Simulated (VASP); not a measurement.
# MnO (Fm-3m) in VASP: further runs, part 3 of 3

VASP 6.6.1. The steps go on from the part before.

## Step 5: Relaxation of cell and atoms, PBEsol+D4, collinear spin, ferromagnetic start

This run uses another cell than the first one, of 11.00 Å³/atom.

INCAR reads:

```
SYSTEM = MnO
PREC = Accurate
ENCUT = 600
EDIFF = 1E-6
ISMEAR = -1
SIGMA = 0.05
LREAL = .FALSE.
LASPH = .TRUE.
NELM = 150
ALGO = Normal
ISIF = 3
LWAVE = .FALSE.
LCHARG = .FALSE.
ISPIN = 2
MAGMOM = 4 0
LORBIT = 11
LMAXMIX = 4
GGA = PS
IVDW = 13
IBRION = 2
NSW = 80
EDIFFG = -0.01
```

KPOINTS reads:

```
regular mesh
0
G
  10 10 10
  0 0 0
```

POSCAR reads:

```
MnO
1.0
    0.0000000000      2.2239077028      2.2239077028
    2.2239077028      0.0000000000      2.2239077028
    2.2239077028      2.2239077028      0.0000000000
Mn O
1 1
Direct
    0.0000000000      0.0000000000      0.0000000000
    0.5000000000      0.5000000000      0.5000000000
```

Potentials or basis: VASP PAW PBE potentials, release 64 (Mn_pv, O).

Run with:

```console
> cat potpaw_PBE.64/Mn_pv/POTCAR potpaw_PBE.64/O/POTCAR > POTCAR
> mpirun -np 1 vasp_std > vasp.out
```

OUTCAR:

```text
SYSTEM = MnO
   PREC = Accurate
   ENCUT = 600
   EDIFF = 1E-6
   ISMEAR = -1
   LREAL = .FALSE.
   LASPH = .TRUE.
   NELM = 150
   ISIF = 3
   ISPIN = 2
   LORBIT = 11
   GGA = PS
   IVDW = 13
   IBRION = 2
   NSW = 80
   EDIFFG = -0.01

 ion  position               nearest neighbor table
   1  0.000  0.000  0.000-   2 2.22   2 2.22   2 2.22   2 2.22   2 2.22   2 2.22
   2  0.500  0.500  0.500-   1 2.22   1 2.22   1 2.22   1 2.22   1 2.22   1 2.22

  LATTYP: Found a face centered cubic cell.
 ALAT       =     4.4478154056

  Lattice vectors:

 A1 = (   0.0000000000,   2.2239077028,   2.2239077028)
 A2 = (   2.2239077028,   0.0000000000,   2.2239077028)
 A3 = (   2.2239077028,   2.2239077028,   0.0000000000)

Analysis of symmetry for initial positions (statically):
=====================================================================
 Subroutine PRICEL returns:
 Original cell was already a primitive cell.

 Routine SETGRP: Setting up the symmetry group for a
 face centered cubic supercell.

 Subroutine GETGRP returns: Found 48 space group operations
 (whereof 48 operations were pure point group operations)
 out of a pool of 48 trial point group operations.

The static configuration has the point symmetry O_h .

Analysis of symmetry for dynamics (positions and initial velocities):
=====================================================================
 Subroutine PRICEL returns:
 Original cell was already a primitive cell.

 Routine SETGRP: Setting up the symmetry group for a
[... 262 lines left out ...]
 cond. band min:       8.6783341974   @ k =   0.4000   0.1000   0.0000
 fundamental gap:      0.0459227104
 Fermi energy:         8.6672580220

 spin component 1

 k-point     1 :       0.0000    0.0000    0.0000
  band No.  band energies     occupation
      1     -41.4987      1.00000
      2     -41.4987      1.00000
      3     -41.4987      1.00000
      4     -12.4964      1.00000
      5       4.3463      1.00000
      6       4.3463      1.00000
      7       4.3463      1.00000
      8       5.3354      1.00000
      9       5.3354      1.00000
     10       5.3354      1.00000
     11       5.9335      1.00000
     12       5.9335      1.00000
     13       8.5089      0.95960
     14      22.7318      0.00000
[... 403 lines left out ...]
      4     -11.4957      1.00000
      5       0.6441      1.00000
      6       2.7285      1.00000
      7       3.0139      1.00000
      8       4.7038      1.00000
      9       6.5132      1.00000
     10       6.8040      1.00000
     11       6.9310      1.00000
     12       7.4523      1.00000
     13      13.9854      0.00000
     14      18.0230      0.00000
     15      19.3065      0.00000

 [... further k-points ...]

 spin component 2

 k-point     1 :       0.0000    0.0000    0.0000
  band No.  band energies     occupation
      1     -37.2096      1.00000
      2     -37.2096      1.00000
      3     -37.2096      1.00000
      4     -12.0677      1.00000
      5       4.7255      1.00000
      6       4.7255      1.00000
      7       4.7255      1.00000
      8       8.9281      0.00540
      9       8.9281      0.00540
     10       8.9281      0.00540
     11       9.6487      0.00000
     12       9.6714      0.00000
     13       9.6714      0.00000
     14      23.2953      0.00000
[... 448 lines left out ...]
  FREE ENERGIE OF THE ION-ELECTRON SYSTEM (eV)
  ---------------------------------------------------
  free  energy   TOTEN  =       -17.5464231611 eV

  energy  without entropy=      -17.5373100055  energy(sigma->0) =      -17.54186658

 reached required accuracy - stopping structural energy minimisation

 total charge

# of ion       s       p       d       tot
------------------------------------------
    1        0.222   6.212   5.042  11.476
    2        1.554   3.424   0.000   4.979
--------------------------------------------------
tot          1.776   9.637   5.042  16.454

 magnetization (x)

# of ion       s       p       d       tot
------------------------------------------
    1        0.031   0.026   3.964   4.021
    2        0.032   0.136   0.000   0.167
--------------------------------------------------
tot          0.063   0.162   3.964   4.189
```

OSZICAR:

```text
N       E                     dE             d eps       ncg     rms          rms(c)
DAV:   1     0.169991499037E+03    0.16999E+03   -0.12069E+04  2828   0.164E+03
DAV:   2    -0.110221828646E+02   -0.18101E+03   -0.17102E+03  3100   0.410E+02
[... 27 lines left out ...]
DAV:   1    -0.172668000976E+02   -0.84058E-02   -0.16063E-01  2820   0.601E+00    0.994E-01
DAV:   2    -0.172573231759E+02    0.94769E-02   -0.23603E-02  2827   0.233E+00    0.774E-01
DAV:   3    -0.172574255732E+02   -0.10240E-03   -0.21095E-03  2862   0.488E-01    0.268E-01
DAV:   4    -0.172573829031E+02    0.42670E-04   -0.84108E-05  2841   0.121E-01    0.120E-01
DAV:   5    -0.172573427551E+02    0.40148E-04   -0.53651E-05  2946   0.784E-02    0.588E-02
DAV:   6    -0.172573296388E+02    0.13116E-04   -0.11835E-05  2911   0.487E-02    0.172E-02
DAV:   7    -0.172573292900E+02    0.34881E-06   -0.21807E-06  2589   0.197E-02
   3 F= -.17546423E+02 E0= -.17541867E+02  d E =0.403519E-01  mag=     4.3796
```

Wall time 2.7 min (1 thread of Intel Xeon 8259CL, shared host); peak memory 0.2 GiB.

What came out:

| Property | Result |
| --- | --- |
| Free energy | -17.5464 eV |
| Relaxed volume | 9.97 Å³/atom |
| Relaxed cell | a = 3.044 Å, b = 3.044 Å, c = 3.044 Å, α = 60.00°, β = 60.00°, γ = 60.00° |
| Space group after relaxing (to 0.1 Å) | Fm-3m (No. 225) |
| Ionic steps | 3 |
| Pressure after relaxing | 0.0 GPa |
| Net moment | 4.38 μB per cell |
| Site moments | Mn +4.02; O +0.17 μB |
| Valence electrons inside the program's atomic spheres | Mn 11.48; O 4.98 |
| Dispersion energy per atom | -0.145 eV |

The path:
```tsv
step	energy change (eV)	largest force (eV/Å)	pressure (GPa)	volume (Å³)
1	0.0000	0.0000	-9.09	22.00
2	0.0406	0.0000	-0.62	20.07
3	0.0404	0.0000	-0.03	19.95
```

Final structure:
```
CELL_PARAMETERS angstrom
0.00000 2.15257 2.15257
2.15257 0.00000 2.15257
2.15257 2.15257 0.00000
ATOMIC_POSITIONS crystal
Mn 0.00000 0.00000 0.00000
O 0.50000 0.50000 0.50000
```

Caveat: the PAW data sets were made with another functional, which shifts forces and pressure a little; a cell with one magnetic atom can't hold antiferromagnetic order, which such compounds often take; semilocal functionals often make such compounds metallic where correlation or magnetic order opens a gap, which also shifts bond lengths.

## Step 6: Single point, PBE, collinear spin, ferromagnetic start

This run uses another cell than the first one, of 11.00 Å³/atom.

INCAR reads:

```
PREC = Accurate
ENCUT = 520
EDIFF = 1E-6
ISMEAR = 0
SIGMA = 0.013000000000000001
LREAL = False
LASPH = True
NELM = 150
ALGO = Normal
ISIF = 2
LWAVE = False
LCHARG = False
ISPIN = 2
MAGMOM = 4 0
LORBIT = 11
LMAXMIX = 4
GGA = PE
NBANDS = 20
```

KPOINTS reads:

```
regular mesh
0
Gamma
  10 10 10
```

POSCAR is that of step 5.

Potentials or basis: VASP PAW PBE potentials, release 64 (Mn_pv, O).

Run with:

```console
> cat potpaw_PBE.64/Mn_pv/POTCAR potpaw_PBE.64/O/POTCAR > POTCAR
> mpirun -np 1 vasp_std > vasp.out
```

OUTCAR:

```text
PREC = Accurate
   ENCUT = 520
   EDIFF = 1E-6
   ISMEAR = 0
   LREAL = False
   LASPH = True
   NELM = 150
   ISIF = 2
   ISPIN = 2
   LORBIT = 11
   GGA = PE

 ion  position               nearest neighbor table
   1  0.000  0.000  0.000-   2 2.22   2 2.22   2 2.22   2 2.22   2 2.22   2 2.22
   2  0.500  0.500  0.500-   1 2.22   1 2.22   1 2.22   1 2.22   1 2.22   1 2.22

  LATTYP: Found a face centered cubic cell.
 ALAT       =     4.4478154056

  Lattice vectors:

 A1 = (   0.0000000000,   2.2239077028,   2.2239077028)
 A2 = (   2.2239077028,   0.0000000000,   2.2239077028)
 A3 = (   2.2239077028,   2.2239077028,   0.0000000000)

Analysis of symmetry for initial positions (statically):
=====================================================================
 Subroutine PRICEL returns:
 Original cell was already a primitive cell.

 Routine SETGRP: Setting up the symmetry group for a
 face centered cubic supercell.

 Subroutine GETGRP returns: Found 48 space group operations
 (whereof 48 operations were pure point group operations)
[... 750 lines left out ...]
      6       4.1845      1.00000
[... 541 lines left out ...]
     19      33.2298      0.00000
     20      35.0054      0.00000

 [... further k-points ...]

------------------------ aborting loop because EDIFF is reached ----------------------------------------

  FORCE on cell =-STRESS in cart. coord.  units (eV):
  Direction    XX          YY          ZZ          XY          YZ          ZX
  --------------------------------------------------------------------------------------
  -------------------------------------------------------------------------------------
  Total        0.0515093      0.0515093      0.0515093     -0.0000000     -0.0000000     -0.0000000
  in kB        3.7515977      3.7515977      3.7515977     -0.0000000     -0.0000000     -0.0000000
  external PRESSURE =       3.7515977 kB  Pullay stress =       0.0000000 kB

 VOLUME and BASIS-vectors are now :
 -----------------------------------------------------------------------------
  energy-cutoff  :      520.00
  volume of cell :       22.00
      direct lattice vectors                 reciprocal lattice vectors
     0.000000000  2.223907703  2.223907703    -0.224829474  0.224829474  0.224829474
     2.223907703  0.000000000  2.223907703     0.224829474 -0.224829474  0.224829474
     2.223907703  2.223907703  0.000000000     0.224829474  0.224829474 -0.224829474

 POSITION                                       TOTAL-FORCE (eV/Angst)
 -----------------------------------------------------------------------------------
      0.00000      0.00000      0.00000        -0.000000      0.000000     -0.000000
      2.22391      2.22391      2.22391         0.000000     -0.000000      0.000000
 -----------------------------------------------------------------------------------
    total drift:                                0.000000     -0.000000     -0.000000

  FREE ENERGIE OF THE ION-ELECTRON SYSTEM (eV)
  ---------------------------------------------------
  free  energy   TOTEN  =       -16.4025089902 eV

  energy  without entropy=      -16.4023290497  energy(sigma->0) =      -16.40241902

 total charge

# of ion       s       p       d       tot
------------------------------------------
    1        0.202   6.176   4.974  11.353
    2        1.561   3.416   0.000   4.977
--------------------------------------------------
tot          1.763   9.592   4.974  16.329

 magnetization (x)

# of ion       s       p       d       tot
------------------------------------------
    1        0.034   0.026   4.295   4.355
    2        0.030   0.176   0.000   0.206
--------------------------------------------------
tot          0.064   0.202   4.295   4.561
```

Wall time 43 s (1 thread of Intel Xeon 8259CL, shared host); peak memory 0.17 GiB.

What came out:

- Free energy: -16.4025 eV
- Pressure: 0.4 GPa
- Net moment: 4.80 μB per cell
- Site moments: Mn +4.36; O +0.21 μB
- Valence electrons inside the program's atomic spheres: Mn 11.35; O 4.98

Caveat: a cell with one magnetic atom can't hold antiferromagnetic order, which such compounds often take; semilocal functionals often make such compounds metallic where correlation or magnetic order opens a gap, which also shifts bond lengths.

## Step 7: Overview

| task | level | cell | cutoff (eV) | smearing | gap on the mesh (eV) | pressure (GPa) | moment (μB) | relaxed volume (Å³/atom) |
| --- | --- | --- | --- | --- | --- | --- | --- | --- |
| single point | RPBE | a = 3.198 Å, angles 60.0°, 2 atoms | 520 | fermi-dirac 0.05 eV | none | 0.1 | 4.92 | - |
| relaxation of cell and atoms | RPBE | relaxed from a = 3.145 Å, angles 60.0°, 2 atoms | 600 | fermi-dirac 0.05 eV | none | 0.0 | 4.92 | 11.56 |
| relaxation of cell and atoms | BLYP+D4 | relaxed from a = 3.145 Å, angles 60.0°, 2 atoms | 600 | fermi-dirac 0.05 eV | none | 0.1 | 4.57 | 10.60 |
| relaxation of cell and atoms | PBEsol+D4 | relaxed from a = 3.145 Å, angles 60.0°, 2 atoms | 600 | fermi-dirac 0.05 eV | none | 0.0 | 4.38 | 9.97 |
| single point | PBE | a = 3.145 Å, angles 60.0°, 2 atoms | 520 | gaussian 0.013 eV | none | 0.4 | 4.80 | - |

Alike in all rows: potentials or basis VASP PAW PBE potentials, release 64 (Mn_pv, O); spin collinear, ferromagnetic start; k mesh 10 × 10 × 10.

Caveats: a cell with one magnetic atom can't hold antiferromagnetic order, which such compounds often take; semilocal functionals often make such compounds metallic where correlation or magnetic order opens a gap, which also shifts bond lengths; the PAW data sets were made with another functional, which shifts forces and pressure a little (at least some runs).

Total energies depend on the potentials used, so only differences within one code and one set of settings carry meaning.
